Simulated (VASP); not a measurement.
Set up this calculation in VASP 6.6.1, as the native input.

```yaml
Task: single point
Functional: PBE
Potentials_or_basis: VASP PAW PBE potentials, release 64 (Ti_sv)
Cutoff: 520 eV
k_mesh: 20 × 20 × 20
Occupations: gaussian, width 0.15 eV
Spin: no spin polarisation
Dipole_correction: no
Further_INCAR_settings: ALGO = Normal; EDIFF = 1e-06; NBANDS = 12
```

The structure of Ti lies in POSCAR:

```
Ti
1.0
    0.0000000000      2.3991844518      1.5095668571
    2.3991844518      0.0000000000      1.5095668571
    2.3991844518      2.3991844518      0.0000000000
Ti
1
Direct
    0.0000000000      0.0000000000      0.0000000000
```

This cell differs from its parent crystal: volume 17.378 Å^3 an atom, c/a of the conventional cell 0.6292.

The input as run:

INCAR

```
SYSTEM = Ti
ALGO     = Normal         ! electronic algorithm
EDIFF    = 1E-6           ! SCF threshold, eV
ENCUT    = 520            ! plane-wave cutoff, eV
GGA      = PE             ! functional
ISIF     = 2              ! what is computed and relaxed
ISMEAR   = 0              ! smearing method
LASPH    = .True.         ! aspherical terms in the spheres
LCHARG   = .True.         ! write CHGCAR
LELF     = .True.         ! ELF
LREAL    = .False.        ! projectors in reciprocal space
LVHAR    = .True.       
LWAVE    = .False.        ! write WAVECAR
NBANDS   = 12             ! bands
NELM     = 60             ! most SCF steps
PREC     = Accurate       ! precision mode
SIGMA    = 0.15           ! smearing width, eV
```

KPOINTS

```
k-points
0
Gamma
  20 20 20
  0 0 0
```

Potentials or basis: VASP PAW PBE potentials, release 64 (Ti_sv).

Command:

```bash
$ cat potpaw_PBE.64/Ti_sv/POTCAR > POTCAR
$ mpirun -np 1 vasp_std > vasp.out
```

It gave:

```json
{
 "Pressure": "-0.9 GPa",
 "Band gap on the k mesh": "zero (band 6 reaches 8.97 eV, above the bottom of band 7 at 7.55 eV)"
}
```

Wall time 82 s on 1 thread of Intel Xeon 6975P-C, on a shared host, peak memory 0.25 GiB.
